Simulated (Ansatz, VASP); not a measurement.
Two plane-wave programs on SnO

INCAR

```
SYSTEM = SnO
PREC = Accurate ; ENCUT = 600
EDIFF = 1E-7 ; ISMEAR = -1
SIGMA = 0.15 ; LREAL = .FALSE.
LASPH = .TRUE. ; NELM = 60
ALGO = Normal ; ISIF = 3
LWAVE = .FALSE. ; LCHARG = .FALSE.
GGA = PE ; IVDW = 12
IBRION = 2 ; NSW = 80
EDIFFG = -0.001
```

KPOINTS

```
regular mesh
0
G
  12 12 10
  0 0 0
```

The input POSCAR:

```
SnO
1.0
    3.8365550861      0.0000000000      0.0000000000
    0.0000000000      3.8365550861      0.0000000000
    0.0000000000      0.0000000000      4.7594503550
Sn O
2 2
Direct
    0.5000000000      0.0000000000      0.2434679932
    0.0000000000      0.5000000000      0.7565320068
    0.0000000000      0.0000000000      0.0000000000
    0.5000000000      0.5000000000      0.0000000000
```

Input for Ansatz:

```yaml
crystal:
  lattice:
    - [3.8365550881, 0.0, 0.0]
    - [0.0, 3.8365550881, 0.0]
    - [0.0, 0.0, 4.7594503779]
  atoms:
    - { symbol: Sn, position: [0.5, 0.0, 0.2434679922] }
    - { symbol: Sn, position: [0.0, 0.5, 0.7565320078] }
    - { symbol: O, position: [0.0, 0.0, 0.0] }
    - { symbol: O, position: [0.5, 0.5, 0.0] }
basis:
  ecutwfc: 420
kpoints:
  mp_grid: { grid: [12, 12, 10] }
hamiltonian:
  xc: pbe
  dispersion: d3bj
scf:
  occupations: { method: fermi_dirac, width: 0.15 }
output:
  forces: true
  stress: true
  eigenvalues: true
relax:
  adjacent_minimum: "off"
  f_tol: 0.001
  max_steps: 60
  cell: { stress_tol: 0.01 }
```

Alike in both runs: task relaxation of cell and atoms; functional PBE; dispersion D3(BJ); k mesh 12 × 12 × 10; occupations fermi-dirac, width 0.15 eV; no spin polarisation.

```csv
,VASP,Ansatz
version,VASP 6.6.1,Ansatz 0.2.0
potentials or method,"VASP PAW PBE potentials, release 64 (Sn_d, O), cutoff 600 eV","scalar-relativistic, plane waves, PAW"
valence electrons in the cell,40,40
```

```csv
,VASP,Ansatz,Ansatz less VASP
"gap on the k mesh at the Fermi level, each at its own relaxed structure (eV)",none,none,-
relaxed volume (Å³/atom),17.36,17.44,+0.079
relaxed length of the cell vector where the two differ most in proportion (Å),4.728,4.748,+0.0195
```

A gap of «none» marks a metal or a gap that the smearing closes.
